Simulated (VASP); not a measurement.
A run of VASP 6.6.1:

Contents of POSCAR:

```
Y
1.0
    3.6808463851      0.0000000000      0.0000000000
   -1.8404231926      3.1877064770      0.0000000000
    0.0000000000      0.0000000000      5.7206466204
Y
2
Direct
    0.3333333333      0.6666666667      0.2500000000
    0.6666666667      0.3333333333      0.7500000000
```

The input INCAR.step1:

```
SYSTEM = Y
PREC = Accurate ; ENCUT = 520
ISMEAR = 1 ; SIGMA = 0.3
LREAL = .False. ; LASPH = .True.
NELM = 100 ; NBANDS = 18
GGA = PE ; ALGO = Normal
EDIFF = 1E-4 ; LWAVE = .True.
LCHARG = .False.
```

File INCAR.step2:

```
SYSTEM = Y
PREC = Accurate ; ENCUT = 520
EDIFF = 1E-7 ; ISMEAR = 1
SIGMA = 0.3 ; LREAL = .False.
LASPH = .True. ; NELM = 100
ALGO = Normal ; ISIF = 2
LWAVE = .False. ; LCHARG = .True.
METAGGA = R2SCAN ; LMIXTAU = .True.
LELF = .True. ; LVHAR = .True.
NBANDS = 18 ; ISTART = 1
```

The input KPOINTS:

```
Automatic mesh
0
Gamma
  10 10 6
  0 0 0
```

Potentials or basis: VASP PAW PBE potentials, release 64 (Y_sv).

Launch:

```sh
$ cat potpaw_PBE.64/Y_sv/POTCAR > POTCAR
$ cp INCAR.step1 INCAR
$ mpirun -np 1 vasp_std > vasp.out
$ cp INCAR.step2 INCAR
$ mpirun -np 1 vasp_std > vasp.out
```

Hardware: 1 thread of Intel(R) Xeon(R) Platinum 8259CL CPU @ 2.50GHz (Skylake/Cascade Lake), with other jobs on the host.

**Question.** Estimate the wall time of this run.

**Answer.** Wall time 6.3 min on 1 thread of Intel(R) Xeon(R) Platinum 8259CL CPU @ 2.50GHz (Skylake/Cascade Lake), on a shared host, peak memory 0.24 GiB. Counts: k points 56.
